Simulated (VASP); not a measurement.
HfC:

```
Hf C
1.0
     3.34287    0.00000    0.00000
    -1.67143    2.89501    0.00000
     0.00000    0.00000    5.20271
Hf C
2 2
Direct
  0.33333 0.66667 0.25000
  0.66667 0.33333 0.75000
  0.00000 0.00000 0.50000
  0.00000 0.00000 0.00000
```

Base run:

| Property | Result |
| --- | --- |
| Program | VASP 6.6.1 |
| Functional | PBEsol |
| Potentials or basis | VASP PAW PBE potentials, release 64 (Hf_pv, C) |
| Cutoff | 520 eV |
| k mesh | 9 × 9 × 5 |
| Occupations | fermi-dirac, width 0.05 eV |
| Spin | non-collinear spin, zero start, spin-orbit coupling |
| Starting moments | [[0.0, 0.0, 0.0], [0.0, 0.0, 0.0], [0.0, 0.0, 0.0], [0.0, 0.0, 0.0]] μB |

Its results: pressure -7.9 GPa; net moment 0.00 μB per cell.

Question: The run is repeated on the same cell with these changes: functional from PBEsol to r2SCAN. What comes out?

Answer: Pressure -3.8 GPa; net moment 0.00 μB per cell.

Caveats: the cell stands under tension; the PAW data sets were made with another functional, which shifts forces and pressure a little.
